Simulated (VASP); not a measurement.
# Ta8N7 (a cell with a defect) in VASP: a series of runs

Ta8N7 (a cell with a defect) is run at these levels: PBE; tasks: single point.

Program: VASP 6.6.1. These are calculated values, not measurements. Logs are shortened: lines on timing, memory, paths and dates and some standing lists are left out, and cuts for length are marked.

### 1 The cell of the first run

The cell holds a defect, 15 atoms: a = 5.803 Å, b = 5.803 Å, c = 5.695 Å, α = 90.00°, β = 90.00°, γ = 120.00°.

### 2 Single point, PBE

The input, INCAR:

```
PREC = Accurate ; ENCUT = 520
EDIFF = 1E-6 ; ISMEAR = 0
SIGMA = 0.1 ; LREAL = Auto
LASPH = T ; NELM = 80
ALGO = Normal ; ISIF = 2
LWAVE = F ; LCHARG = T
GGA = PE ; LELF = T
LVHAR = T ; NBANDS = 74
```

The input, KPOINTS:

```
regular mesh
0
Gamma
  3 3 3
```

The input, POSCAR:

```
Ta8N7
1.0
    5.8033358200     -0.0000013100      0.0000000000
   -2.9016690400      5.0258355900      0.0000000000
    0.0000000000      0.0000000000      5.6946983200
N Ta
7 8
Direct
   -0.0012306173     -0.0014821419      0.0001222189
   -0.0018302897     -0.0008663241      0.5001314977
   -0.0011863526      0.4988284940      0.0001457496
   -0.0017960237      0.4976243160      0.5001364146
    0.4985081881     -0.0014814147      0.0001378475
    0.4996948537     -0.0008894731      0.5001393998
    0.4986888242      0.4986077655      0.0001469788
    0.1662295999      0.3323901445      0.2493770381
    0.1662374244      0.3323654719      0.7508840258
    0.1653637228      0.8319615996      0.2513321900
    0.1653629017      0.8319454828      0.7489292251
    0.6649213483      0.3323910703      0.2494072416
    0.6649418455      0.3323510770      0.7509224826
    0.6649586498      0.8311328129      0.2493561415
    0.6649243528      0.8310259650      0.7508545246
```

Potentials or basis: VASP PAW PBE potentials, release 64 (N, Ta_pv).

Run with:

```console
$ cat potpaw_PBE.64/N/POTCAR potpaw_PBE.64/Ta_pv/POTCAR > POTCAR
$ mpirun -np 1 vasp_std > vasp.out
```

OUTCAR:

```text
PREC = Accurate
   ENCUT = 520
   EDIFF = 1E-6
   ISMEAR = 0
   LREAL = Auto
   LASPH = T
   NELM = 80
   ISIF = 2
   GGA = PE

 ion  position               nearest neighbor table
   1  0.999  0.999  0.000-  14 2.20   9 2.20  15 2.20   8 2.20  11 2.20  10 2.20
   2  0.998  0.999  0.500-  10 2.20  11 2.20  15 2.20   9 2.20  14 2.20   8 2.20
   3  0.999  0.499  0.000-   8 2.20  13 2.20   9 2.20  12 2.20  10 2.20  11 2.20
   4  0.998  0.498  0.500-  11 2.20  10 2.20  12 2.20   8 2.20   9 2.20  13 2.20
   5  0.499  0.999  0.000-  13 2.20  14 2.20  12 2.20  15 2.20  10 2.20  11 2.20
   6  0.500  0.999  0.500-  11 2.20  10 2.20  12 2.20  13 2.20  14 2.20  15 2.20
   7  0.499  0.499  0.000-   8 2.19  15 2.19  12 2.19   9 2.19  13 2.19  14 2.19
   8  0.166  0.332  0.249-   7 2.19   3 2.20   1 2.20   2 2.20   4 2.20   9 2.84   9 2.86  12 2.89
                            14 2.89  10 2.90  10 2.90  14 2.91  12 2.91
   9  0.166  0.332  0.751-   7 2.19   1 2.20   3 2.20   2 2.20   4 2.20   8 2.84   8 2.86  15 2.89
                            13 2.89  11 2.90  11 2.90  13 2.91  15 2.91
  10  0.165  0.832  0.251-   6 2.20   4 2.20   2 2.20   3 2.20   5 2.20   1 2.20  11 2.83  11 2.86
                            14 2.90  12 2.90   8 2.90   8 2.90  12 2.90  14 2.90
  11  0.165  0.832  0.749-   4 2.20   6 2.20   2 2.20   3 2.20   5 2.20   1 2.20  10 2.83  10 2.86
                            15 2.90   9 2.90  13 2.90  13 2.90   9 2.90  15 2.90
  12  0.665  0.332  0.249-   7 2.19   5 2.20   3 2.20   4 2.20   6 2.20  13 2.84  13 2.86   8 2.89
                            14 2.89  10 2.90  10 2.90  14 2.91   8 2.91
  13  0.665  0.332  0.751-   7 2.19   5 2.20   3 2.20   6 2.20   4 2.20  12 2.84  12 2.86  15 2.89
                             9 2.89  11 2.90  11 2.90   9 2.91  15 2.91
  14  0.665  0.831  0.249-   7 2.19   1 2.20   5 2.20   2 2.20   6 2.20  15 2.84  15 2.86  12 2.89
                             8 2.89  10 2.90  10 2.90   8 2.91  12 2.91
  15  0.665  0.831  0.751-   7 2.19   1 2.20   5 2.20   2 2.20   6 2.20  14 2.84  14 2.86   9 2.89
                            13 2.89  11 2.90  11 2.90  13 2.91   9 2.91

  LATTYP: Found a hexagonal cell.
 ALAT       =     5.8033358200
 C/A-ratio  =     0.9812801631

  Lattice vectors:

 A1 = (   5.8033358200,  -0.0000013100,   0.0000000000)
 A2 = (  -2.9016690400,   5.0258355900,   0.0000000000)
 A3 = (   0.0000000000,   0.0000000000,   5.6946983200)

Analysis of symmetry for initial positions (statically):
=====================================================================
 Subroutine PRICEL returns:
 Original cell was already a primitive cell.

 Routine SETGRP: Setting up the symmetry group for a
 hexagonal supercell.

 Subroutine GETGRP returns: Found  1 space group operations
 (whereof  1 operations were pure point group operations)
 out of a pool of 24 trial point group operations.

The static configuration has the point symmetry C_1 .

Analysis of symmetry for dynamics (positions and initial velocities):
=====================================================================
 Subroutine PRICEL returns:
 Original cell was already a primitive cell.

 Routine SETGRP: Setting up the symmetry group for a
 hexagonal supercell.

 Subroutine GETGRP returns: Found  1 space group operations
 (whereof  1 operations were pure point group operations)
 out of a pool of 24 trial point group operations.

The dynamic configuration has the point symmetry C_1 .

 Subroutine INISYM returns: Found  1 space group operations
 (whereof  1 operations are pure point group operations),
 and found     1 'primitive' translations

----------------------------------------------------------------------------------------

                                     Primitive cell

  volume of cell :     166.0950

  direct lattice vectors                    reciprocal lattice vectors
     5.803335820 -0.000001310  0.000000000     0.172314710  0.099485996  0.000000000
    -2.901669040  5.025835590  0.000000000     0.000000045  0.198971915  0.000000000
     0.000000000  0.000000000  5.694698320     0.000000000  0.000000000  0.175601927

  length of vectors
     5.803335820  5.803335816  5.694698320     0.198971915  0.198971915  0.175601927

  position of ions in fractional coordinates (direct lattice)
     0.998769383  0.998517858  0.000122219
     0.998169710  0.999133676  0.500131498
     0.998813647  0.498828494  0.000145750
     0.998203976  0.497624316  0.500136415
     0.498508188  0.998518585  0.000137847
     0.499694854  0.999110527  0.500139400
     0.498688824  0.498607765  0.000146979
     0.166229600  0.332390145  0.249377038
     0.166237424  0.332365472  0.750884026
     0.165363723  0.831961600  0.251332190
     0.165362902  0.831945483  0.748929225
     0.664921348  0.332391070  0.249407242
     0.664941846  0.332351077  0.750922483
     0.664958650  0.831132813  0.249356142
     0.664924353  0.831025965  0.750854525

  ion indices of the primitive-cell ions
   primitive index   ion index
                 1           1
                 2           2
                 3           3
                 4           4
                 5           5
                 6           6
                 7           7
                 8           8
                 9           9
                10          10
                11          11
                12          12
                13          13
                14          14
                15          15

----------------------------------------------------------------------------------------

 KPOINTS: regular mesh

Automatic generation of k-mesh.
 Grid dimensions read from file:
 generate k-points for:    3    3    3

 Generating k-lattice:

  Cartesian coordinates                     Fractional coordinates (reciprocal lattice)
     0.057438237  0.033161999  0.000000000     0.333333333  0.000000000  0.000000000
     0.000000015  0.066323972  0.000000000    -0.000000000  0.333333333  0.000000000
     0.000000000  0.000000000  0.058533976     0.000000000  0.000000000  0.333333333

  Length of vectors
     0.066323972  0.066323972  0.058533976

  Shift w.r.t. Gamma in fractional coordinates (k-lattice)
     0.000000000  0.000000000  0.000000000

 Subroutine IBZKPT returns following result:
 ===========================================

 Found     14 irreducible k-points:

 Following reciprocal coordinates:
            Coordinates               Weight
  0.000000  0.000000  0.000000      1.000000
  0.333333  0.000000  0.000000      2.000000
  0.000000  0.333333  0.000000      2.000000
 -0.333333  0.333333  0.000000      2.000000
  0.333333  0.333333  0.000000      2.000000
  0.000000  0.000000  0.333333      2.000000
  0.333333  0.000000  0.333333      2.000000
  0.000000  0.333333  0.333333      2.000000
 -0.333333  0.333333  0.333333      2.000000
 -0.333333  0.000000  0.333333      2.000000
  0.000000 -0.333333  0.333333      2.000000
  0.333333 -0.333333  0.333333      2.000000
  0.333333  0.333333  0.333333      2.000000
 -0.333333 -0.333333  0.333333      2.000000
   k-points           NKPTS =     14   k-points in BZ     NKDIM =     14   number of bands    NBANDS=     74
   number of dos      NEDOS =    301   number of ions     NIONS =     15
   total plane-waves  NPLWV =  96768
   dimension x,y,z NGX =    48 NGY =   48 NGZ =   42
   dimension x,y,z NGXF=    96 NGYF=   96 NGZF=   84
   ions per type =               7   8
   NGX,Y,Z   is equivalent  to a cutoff of  13.75, 13.75, 12.26 a.u.
   NGXF,Y,Z  is equivalent  to a cutoff of  27.50, 27.50, 24.52 a.u.
 SYSTEM =  unknown system
   PREC   = accura    normal or accurate (medium, high low for compatibility)
   ISTART =      0    job   : 0-new  1-cont  2-samecut
   ICHARG =      2    charge: 1-file 2-atom 10-const
   ISPIN  =      1    spin polarized calculation?
   LNONCOLLINEAR =      F non collinear calculations
   LSORBIT =      F    spin-orbit coupling
   LASPH  =      T    aspherical Exc in radial PAW
   ENCUT  =  520.0 eV  38.22 Ry    6.18 a.u.  10.79 10.79 10.59*2*pi/ulx,y,z
   NELM   =     80;   NELMIN=  2; NELMDL= -5     # of ELM steps
   EDIFF  = 0.1E-05   stopping-criterion for ELM
   LREAL  =      T    real-space projection
   EDIFFG = 0.1E-04   stopping-criterion for IOM
   NSW    =      0    number of steps for IOM
   IBRION =     -1    ionic relax: 0-MD 1-quasi-New 2-CG
   NFREE  =      0    steps in history (QN), initial steepest desc. (CG)
   ISIF   =      2    stress and relaxation
   ISYM   =      2    0-nonsym 1-usesym 2-fastsym
   POTIM  = 0.5000    time-step for ionic-motion
   TEBEG  =    0.0;   TEEND  =   0.0 temperature during run
   PSTRESS=    0.0 pullay stress
   NELECT =     123.0000    total number of electrons
   NUPDOWN=      -1.0000    fix difference up-down
   EMIN   =  10.00;   EMAX   =-10.00  energy-range for DOS
   EFERMI =   0.00;   METHOD = LEGACY
   ISMEAR =     0;   SIGMA  =   0.10  broadening in eV -4-tet -1-fermi 0-gaus
   EFERMI_NEDOS =   21; number of points for ismear=-14 and -15
   IALGO  =     38    algorithm
   IMIX   =      4    mixing-type and parameters
     AMIX     =   0.40;   BMIX     =  1.00
     AMIX_MAG =   1.60;   BMIX_MAG =  1.00
  volume/ion in A,a.u.               =      11.07        74.72
  Fermi-wavevector in a.u.,A,eV,Ry     =   1.481123  2.798916 29.847426  2.193724
  Thomas-Fermi vector in A             =   2.595072
   LORBIT       =      0    0 simple, 1 ext, 2 COOP (PROOUT), +10 PAW based schemes
   GGA     = PE    functional components
   LHFCALC =     F    Hartree Fock is set to
   AEXX    =    0.0000 exact exchange contribution
   IVDW    =     0    specifies the selected vdW correction
   LEPSILON=     F    determine dielectric tensor
   LRPA    =     F    only Hartree local field effects (RPA)
 non-spin polarized calculation
 Gauss-broadening in eV      SIGMA  =   0.10
  energy-cutoff  :      520.00
  volume of cell :      166.10
 maximum number of plane-waves:      4509
 NGX is ok and might be reduce to    48
   NGX = 21   NGY = 21   NGZ = 21

 number of electron     123.0000021 magnetization

 Free energy of the ion-electron system (eV)
  ---------------------------------------------------
  ext. energy  EPLUGINS =         0.00000000
  ---------------------------------------------------
  free energy    TOTEN  =      -166.26872097 eV

  energy without entropy =     -166.22903281  energy(sigma->0) =     -166.24887689

 E-fermi :   8.3669     XC(G=0): -13.3375

 val. band max:        8.3431825832   @ k =   0.0000   0.0000   0.3333
 cond. band min:       8.3705486419   @ k =   0.0000  -0.3333   0.3333
 fundamental gap:      0.0273660587
 Fermi energy:         8.3669409772

 k-point     1 :       0.0000    0.0000    0.0000
  band No.  band energies     occupation
      1     -27.4994      2.00000
      2     -27.3503      2.00000
      3     -27.3502      2.00000
      4     -27.2840      2.00000
      5     -27.1952      2.00000
      6     -27.1729      2.00000
[... 65 lines left out ...]
     72      11.9421      0.00000
     73      12.2183      0.00000

 k-point     2 :       0.3333    0.0000    0.0000
  band No.  band energies     occupation
      1     -27.4268      2.00000
      2     -27.2782      2.00000
      3     -27.2128      2.00000
      4     -27.2009      2.00000
      5     -27.1728      2.00000
      6     -27.1518      2.00000
[... 904 lines left out ...]
 k-point    14 :      -0.3333   -0.3333    0.3333
  band No.  band energies     occupation
      1     -27.1317      2.00000
      2     -27.0727      2.00000
      3     -27.0693      2.00000
      4     -26.9879      2.00000
      5     -26.9403      2.00000
      6     -26.9067      2.00000
[... 65 lines left out ...]
     72      11.7114      0.00000
     73      11.9510      0.00000
 [bands above 73 left out]

------------------------ aborting loop because EDIFF is reached ----------------------------------------

  FORCE on cell =-STRESS in cart. coord.  units (eV):
  Direction    XX          YY          ZZ          XY          YZ          ZX
  --------------------------------------------------------------------------------------
  -------------------------------------------------------------------------------------
  Total       16.3671521     16.3748187     22.9636508      0.0060498     -0.0152306      0.0074336
  in kB      157.8799774    157.9539306    221.5107826      0.0583576     -0.1469162      0.0717059
  external PRESSURE =     179.1148968 kB  Pullay stress =       0.0000000 kB

 VOLUME and BASIS-vectors are now :
 -----------------------------------------------------------------------------
  energy-cutoff  :      520.00
  volume of cell :      166.10
      direct lattice vectors                 reciprocal lattice vectors
     5.803335820 -0.000001310  0.000000000     0.172314710  0.099485996  0.000000000
    -2.901669040  5.025835590  0.000000000     0.000000045  0.198971915  0.000000000
     0.000000000  0.000000000  5.694698320     0.000000000  0.000000000  0.175601927

 POSITION                                       TOTAL-FORCE (eV/Angst)
 -----------------------------------------------------------------------------------
      2.89883      5.01839      0.00070         0.003136     -0.001687     -0.000115
      2.89356      5.02148      2.84810         0.003424     -0.002500     -0.000608
      4.34902      2.50703      0.00083        -0.001109     -0.000854     -0.000409
      4.34897      2.50098      2.84813        -0.000374     -0.001302      0.000739
     -0.00436      5.01839      0.00078        -0.002192     -0.002473     -0.000588
      0.00081      5.02136      2.84814        -0.000376     -0.001300     -0.000188
      1.44726      2.50592      0.00084         0.000328     -0.000893     -0.000597
      0.00020      1.67054      1.42013         0.009803      0.007911      0.014348
      0.00032      1.67041      4.27606         0.008576      0.007467     -0.013527
     -1.45442      4.18130      1.43126         0.000924      0.000449     -0.001108
     -1.45437      4.18122      4.26493         0.001307      0.000864      0.001693
      2.89427      1.67054      1.42030        -0.009111      0.007977      0.013771
      2.89451      1.67034      4.27628        -0.009614      0.007615     -0.016496
      1.44731      4.17714      1.42001        -0.001686     -0.014071      0.014593
      1.44742      4.17660      4.27589        -0.003035     -0.007202     -0.011507
 -----------------------------------------------------------------------------------
    total drift:                                0.007728      0.014887     -0.000410

  FREE ENERGIE OF THE ION-ELECTRON SYSTEM (eV)
  ---------------------------------------------------
  free  energy   TOTEN  =      -166.2687209673 eV

  energy  without entropy=     -166.2290328120  energy(sigma->0) =     -166.24887689
```

It took 12 min on 1 thread of Intel Xeon 8259CL, shared host; peak memory 0.37 GiB.

Results:

```
Free energy            : -166.2687 eV
Pressure               : 17.9 GPa
Largest force          : 0.021 eV/Å
Band gap on the k mesh : zero (an odd number of electrons rules out a gap without spin polarisation)
```

Forces on the atoms (eV/Å):
```
N    0.003 -0.002  0.000
N    0.003 -0.003 -0.001
N   -0.001 -0.001  0.000
N    0.000 -0.001  0.001
N   -0.002 -0.002 -0.001
N    0.000 -0.001  0.000
N    0.000 -0.001 -0.001
Ta   0.010  0.008  0.014
Ta   0.009  0.007 -0.014
Ta   0.001  0.000 -0.001
Ta   0.001  0.001  0.002
Ta  -0.009  0.008  0.014
Ta  -0.010  0.008 -0.016
Ta  -0.002 -0.014  0.015
Ta  -0.003 -0.007 -0.012
```

Caveat: the k points lie up to 0.42 Å⁻¹ apart, too coarse for converged energies and pressures of a metal; spin-orbit coupling is left out, which moves the levels of the heavy elements.

[end of part 1 of 2]

The gap in the log of VASP goes by the Fermi energy; the results here count the filled bands.